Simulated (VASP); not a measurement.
# WC (Cmmm) in VASP: further runs, part 2 of 2

VASP 6.6.1.

### 4 Single point, PBEsol-based screened hybrid

This run uses another cell than the first one, of 10.95 Å³/atom, 0.731 times its volume.

File POSCAR:

```
WC
1.0
    1.5115622365     -2.4583364416      0.0000000000
    1.5115622365      2.4583364416      0.0000000000
    0.0000000000      0.0000000000      2.9458230421
W C
1 1
Direct
    0.5000000000      0.5000000000      0.5000000000
    0.0000000000      0.0000000000      0.0000000000
```

File INCAR.step1:

```
ALGO = Normal ; EDIFF = 1E-5
ENCUT = 520 ; GGA = PE
ISIF = 2 ; ISMEAR = -1
LASPH = T ; LCHARG = F
LREAL = F ; LWAVE = T
NBANDS = 16 ; NELM = 100
PREC = Accurate ; SIGMA = 0.05
```

File INCAR.step2:

```
AEXX = 0.25 ; ALGO = Normal
EDIFF = 1E-6 ; ENCUT = 520
GGA = PS ; HFSCREEN = 0.207
ISIF = 2 ; ISMEAR = -1
ISTART = 1 ; LASPH = T
LCHARG = F ; LHFCALC = T
LREAL = F ; LWAVE = F
NBANDS = 16 ; NELM = 100
PREC = Accurate ; PRECFOCK = Normal
SIGMA = 0.05
```

File KPOINTS:

```
k-points
0
Gamma
  5 5 3
```

Potentials or basis: VASP PAW PBE potentials, release 64 (W_sv, C).

Run with:

```sh
$ cat potpaw_PBE.64/W_sv/POTCAR potpaw_PBE.64/C/POTCAR > POTCAR
$ cp INCAR.step1 INCAR
$ mpirun -np 1 vasp_std > vasp.out
$ cp INCAR.step2 INCAR
$ mpirun -np 1 vasp_std > vasp.out
```

OUTCAR:

```text
AEXX = 0.25
   EDIFF = 1E-6
   ENCUT = 520
   GGA = PS
   HFSCREEN = 0.207
   ISIF = 2
   ISMEAR = -1
   ISTART = 1
   LASPH = T
   LHFCALC = T
   LREAL = F
   NELM = 100
   PREC = Accurate
   PRECFOCK = Normal

 ion  position               nearest neighbor table
   1  0.500  0.500  0.500-   2 2.11   2 2.11   2 2.11   2 2.11
   2  0.000  0.000  0.000-   1 2.11   1 2.11   1 2.11   1 2.11

  LATTYP: Found a base centered orthorhombic cell.
 ALAT       =     3.0231244730
 B/A-ratio  =     1.6263547621
 C/A-ratio  =     0.9744299543

  Lattice vectors:

 A1 = (   1.5115622365,  -2.4583364416,   0.0000000000)
 A2 = (   1.5115622365,   2.4583364416,   0.0000000000)
 A3 = (   0.0000000000,   0.0000000000,   2.9458230421)

Analysis of symmetry for initial positions (statically):
=====================================================================
 Subroutine PRICEL returns:
 Original cell was already a primitive cell.

 Routine SETGRP: Setting up the symmetry group for a
 base centered orthorhombic supercell.

 Subroutine GETGRP returns: Found  8 space group operations
 (whereof  8 operations were pure point group operations)
 out of a pool of  8 trial point group operations.

The static configuration has the point symmetry D_2h.

Analysis of symmetry for dynamics (positions and initial velocities):
=====================================================================
 Subroutine PRICEL returns:
 Original cell was already a primitive cell.

 Routine SETGRP: Setting up the symmetry group for a
 base centered orthorhombic supercell.

 Subroutine GETGRP returns: Found  8 space group operations
 (whereof  8 operations were pure point group operations)
 out of a pool of  8 trial point group operations.

The dynamic configuration has the point symmetry D_2h.

 Subroutine INISYM returns: Found  8 space group operations
 (whereof  8 operations are pure point group operations),
 and found     1 'primitive' translations

----------------------------------------------------------------------------------------

                                     Primitive cell

  volume of cell :      21.8929

  direct lattice vectors                    reciprocal lattice vectors
     1.511562237 -2.458336442  0.000000000     0.330783601 -0.203389573  0.000000000
     1.511562237  2.458336442  0.000000000     0.330783601  0.203389573  0.000000000
     0.000000000  0.000000000  2.945823042     0.000000000  0.000000000  0.339463704

  length of vectors
     2.885868752  2.885868752  2.945823042     0.388310584  0.388310584  0.339463704

  position of ions in fractional coordinates (direct lattice)
     0.500000000  0.500000000  0.500000000
     0.000000000  0.000000000  0.000000000

  ion indices of the primitive-cell ions
   primitive index   ion index
                 1           1
                 2           2

[... 22 lines left out ...]
 ===========================================

 Found     18 irreducible k-points:

 Following reciprocal coordinates:
            Coordinates               Weight
  0.000000  0.000000  0.000000      1.000000
  0.200000  0.000000  0.000000      4.000000
  0.400000  0.000000  0.000000      4.000000
  0.200000  0.200000  0.000000      2.000000
  0.400000  0.200000  0.000000      4.000000
 -0.400000  0.200000  0.000000      4.000000
[... 10 lines left out ...]
  0.400000  0.400000  0.333333      4.000000
 -0.400000  0.400000  0.333333      4.000000
   k-points           NKPTS =     18   k-points in BZ     NKDIM =     75   number of bands    NBANDS=     16
   number of dos      NEDOS =    301   number of ions     NIONS =      2
   total plane-waves  NPLWV =  13824
   dimension x,y,z NGX =    24 NGY =   24 NGZ =   24
   dimension x,y,z NGXF=    48 NGYF=   48 NGZF=   48
   ions per type =               1   1
   NGX,Y,Z   is equivalent  to a cutoff of  13.83, 13.83, 13.54 a.u.
   NGXF,Y,Z  is equivalent  to a cutoff of  27.65, 27.65, 27.09 a.u.
 SYSTEM =  unknown system
   PREC   = accura    normal or accurate (medium, high low for compatibility)
   ISTART =      1    job   : 0-new  1-cont  2-samecut
   ICHARG =      0    charge: 1-file 2-atom 10-const
   ISPIN  =      1    spin polarized calculation?
   LNONCOLLINEAR =      F non collinear calculations
   LSORBIT =      F    spin-orbit coupling
   LASPH  =      T    aspherical Exc in radial PAW
   ENCUT  =  520.0 eV  38.22 Ry    6.18 a.u.   5.37  5.37  5.48*2*pi/ulx,y,z
   NELM   =    100;   NELMIN=  2; NELMDL=  0     # of ELM steps
   EDIFF  = 0.1E-05   stopping-criterion for ELM
   LREAL  =      F    real-space projection
   EDIFFG = 0.1E-04   stopping-criterion for IOM
   NSW    =      0    number of steps for IOM
   IBRION =     -1    ionic relax: 0-MD 1-quasi-New 2-CG
   NFREE  =      0    steps in history (QN), initial steepest desc. (CG)
   ISIF   =      2    stress and relaxation
   ISYM   =      3    0-nonsym 1-usesym 2-fastsym
   POTIM  = 0.5000    time-step for ionic-motion
   TEBEG  =    0.0;   TEEND  =   0.0 temperature during run
   PSTRESS=    0.0 pullay stress
   NELECT =      18.0000    total number of electrons
   NUPDOWN=      -1.0000    fix difference up-down
   EMIN   =  10.00;   EMAX   =-10.00  energy-range for DOS
   EFERMI =   0.00;   METHOD = LEGACY
   ISMEAR =    -1;   SIGMA  =   0.05  broadening in eV -4-tet -1-fermi 0-gaus
   EFERMI_NEDOS =   21; number of points for ismear=-14 and -15
   IALGO  =     38    algorithm
   IMIX   =      1    mixing-type and parameters
     AMIX     =   0.40;   BMIX     =  1.00
     AMIX_MAG =   1.60;   BMIX_MAG =  1.00
  volume/ion in A,a.u.               =      10.95        73.87
  Fermi-wavevector in a.u.,A,eV,Ry     =   1.533667  2.898210 32.002721  2.352134
  Thomas-Fermi vector in A             =   2.640702
   LORBIT       =      0    0 simple, 1 ext, 2 COOP (PROOUT), +10 PAW based schemes
   GGA     = PS    functional components
   LHFCALC =     T    Hartree Fock is set to
   PRECFOCK=normal    Normal, Fast or Accurate (Low or Medium for compatibility)
   ENCUT4O =  -1.0   cutoff for four orbital integrals eV
   NKREDX  =     1    reduce k-point grid by
   NKREDY  =     1    reduce k-point grid by
   NKREDZ  =     1    reduce k-point grid by
   AEXX    =    0.2500 exact exchange contribution
   HFSCREEN=    0.2070 screening length (either q_TF or 0.3 A-1)
   HFSCREENC=   0.2070 screening length for correlation (either q_TF or 0.3 A-1)
   ENCUTFOCK=  -1.0 apply spherical cutoff to Coloumb kernel
   IVDW    =     0    specifies the selected vdW correction
   LEPSILON=     F    determine dielectric tensor
   LRPA    =     F    only Hartree local field effects (RPA)
 non-spin polarized calculation
  energy-cutoff  :      520.00
  volume of cell :       21.89
 maximum number of plane-waves:       598
 NGX is ok and might be reduce to    24
  NGX = 18; NGY = 18; NGZ = 18

 number of electron      18.0000003 magnetization

 Free energy of the ion-electron system (eV)
  ---------------------------------------------------
  ext. energy  EPLUGINS =         0.00000000
  ---------------------------------------------------
  free energy    TOTEN  =       -24.74380687 eV

  energy without entropy =      -24.74065012  energy(sigma->0) =      -24.74222849

 E-fermi :  11.1452     XC(G=0): -11.0573

 val. band max:       10.6549728444   @ k =   0.4000   0.4000   0.3333
 cond. band min:      11.1661492893   @ k =  -0.2000   0.2000   0.0000
 fundamental gap:      0.5111764449
 Fermi energy:        11.1452300841

 k-point     1 :       0.0000    0.0000    0.0000
  band No.  band energies     occupation
      1     -67.6888      2.00000
      2     -30.4462      2.00000
      3     -30.1859      2.00000
      4     -29.8991      2.00000
      5      -5.9629      2.00000
      6       5.3967      2.00000
[... 319 lines left out ...]
      3     -30.6739      2.00000
      4     -30.3485      2.00000
      5      -1.6011      2.00000
      6       2.6007      2.00000
[... 8 lines left out ...]
     15      23.3549      0.00000
     16      28.3075      0.00000

------------------------ aborting loop because EDIFF is reached ----------------------------------------

  FORCE on cell =-STRESS in cart. coord.  units (eV):
  Direction    XX          YY          ZZ          XY          YZ          ZX
  --------------------------------------------------------------------------------------
  -------------------------------------------------------------------------------------
  Total        0.0081198      0.0294908     -0.0313751      0.0000000      0.0000000      0.0000000
  in kB        0.5942253      2.1582051     -2.2961018      0.0000000      0.0000000      0.0000000
  external PRESSURE =       0.1521095 kB  Pullay stress =       0.0000000 kB

 VOLUME and BASIS-vectors are now :
 -----------------------------------------------------------------------------
  energy-cutoff  :      520.00
  volume of cell :       21.89
      direct lattice vectors                 reciprocal lattice vectors
     1.511562237 -2.458336442  0.000000000     0.330783601 -0.203389573  0.000000000
     1.511562237  2.458336442  0.000000000     0.330783601  0.203389573  0.000000000
     0.000000000  0.000000000  2.945823042     0.000000000  0.000000000  0.339463704

 POSITION                                       TOTAL-FORCE (eV/Angst)
 -----------------------------------------------------------------------------------
      1.51156      0.00000      1.47291         0.000000      0.000000      0.000000
      0.00000      0.00000      0.00000        -0.000000      0.000000      0.000000
 -----------------------------------------------------------------------------------
    total drift:                                0.000000      0.000000     -0.000001

  FREE ENERGIE OF THE ION-ELECTRON SYSTEM (eV)
  ---------------------------------------------------
  free  energy   TOTEN  =       -24.7438068716 eV

  energy  without entropy=      -24.7406501180  energy(sigma->0) =      -24.74222849
```

OUTCAR.step1:

```text
EDIFF = 1E-5
   ENCUT = 520
   GGA = PE
   ISIF = 2
   ISMEAR = -1
[... 556 lines left out ...]
 -----------------------------------------------------------------------------------
      1.51156      0.00000      1.47291         0.000000      0.000000      0.000000
      0.00000      0.00000      0.00000        -0.000000      0.000000      0.000000
 -----------------------------------------------------------------------------------
    total drift:                                0.000000     -0.000000     -0.000000

  FREE ENERGIE OF THE ION-ELECTRON SYSTEM (eV)
  ---------------------------------------------------
  free  energy   TOTEN  =       -20.5051844723 eV

  energy  without entropy=      -20.4984978852  energy(sigma->0) =      -20.50184118
```

OSZICAR.step1:

```text
N       E                     dE             d eps       ncg     rms          rms(c)
DAV:   1     0.130053892535E+03    0.13005E+03   -0.10832E+04   576   0.129E+03
DAV:   2    -0.201589056918E+02   -0.15021E+03   -0.14568E+03   688   0.355E+02
DAV:   3    -0.235809952684E+02   -0.34221E+01   -0.34115E+01   664   0.523E+01
DAV:   4    -0.236004557161E+02   -0.19460E-01   -0.19459E-01   704   0.434E+00
DAV:   5    -0.236006454348E+02   -0.18972E-03   -0.18972E-03   696   0.384E-01    0.300E+01
DAV:   6    -0.210294215300E+02    0.25712E+01   -0.11385E+01   664   0.280E+01    0.805E+00
DAV:   7    -0.205586097117E+02    0.47081E+00   -0.12563E+00   624   0.906E+00    0.795E+00
DAV:   8    -0.205182994036E+02    0.40310E-01   -0.15644E-01   696   0.327E+00    0.146E+00
DAV:   9    -0.205051955752E+02    0.13104E-01   -0.26621E-02   640   0.106E+00    0.198E-01
DAV:  10    -0.205051968816E+02   -0.13064E-05   -0.16513E-03   632   0.291E-01    0.651E-02
DAV:  11    -0.205051835039E+02    0.13378E-04   -0.35581E-05   680   0.616E-02    0.178E-02
DAV:  12    -0.205051844723E+02   -0.96843E-06   -0.56313E-06   336   0.202E-02
   1 F= -.20505184E+02 E0= -.20501841E+02  d E =-.668659E-02
```

Run time: 8.5 min. Hardware: 1 thread of Intel Xeon 6975P-C, shared host; peak memory 0.26 GiB.

What came out:

| Quantity | Value |
| --- | --- |
| Free energy | -24.7438 eV |
| Pressure | 0.0 GPa |
| Band gap on the k mesh | zero (band 9 reaches 12.97 eV, above the bottom of band 10 at 10.43 eV) |

Stress tensor (GPa, compression positive):
```
 0.06  0.00  0.00
 0.00  0.22  0.00
 0.00  0.00 -0.23
```

Caveat: the k points lie up to 0.71 Å⁻¹ apart; the PAW data sets were made with another functional, which shifts forces and pressure a little; spin-orbit coupling is left out, which moves the levels of the heavy elements.

### 5 Overview

```tsv
task	level	cell	k mesh	cutoff (eV)	grid for exact exchange (PRECFOCK)	share of exact exchange	screening parameter	gap on the mesh (eV)	pressure (GPa)
relaxation of cell and atoms	revPBE+D4	relaxed from a = 2.679, b = 2.679, c = 4.309 Å, angles 90.0, 90.0, 104.5°, 2 atoms	10 × 10 × 6	600	-	-	-	none	0.0
single point	PBEsol-based global hybrid	a = 2.882, b = 2.882, c = 2.945 Å, angles 90.0, 90.0, 116.7°, 2 atoms	5 × 5 × 3	520	Normal	0.25	-	none	-0.1
single point	PBEsol-based screened hybrid	a = 2.886, b = 2.886, c = 2.946 Å, angles 90.0, 90.0, 116.8°, 2 atoms	5 × 5 × 3	520	Normal	0.25	0.207 1/Å	none	0.0
```

Alike in all rows: potentials or basis VASP PAW PBE potentials, release 64 (W_sv, C); no spin polarisation; smearing fermi-dirac 0.05 eV.

Caveats: some runs use coarse meshes; the PAW data sets were made with another functional, which shifts forces and pressure a little; spin-orbit coupling is left out, which moves the levels of the heavy elements; the volume moved by over 15 % at a fixed basis, so the end points are rough (some runs); pairwise dispersion overbinds metals, which lowers pressure and volume (some runs).

Absolute energies hang on the potentials; compare differences alone.
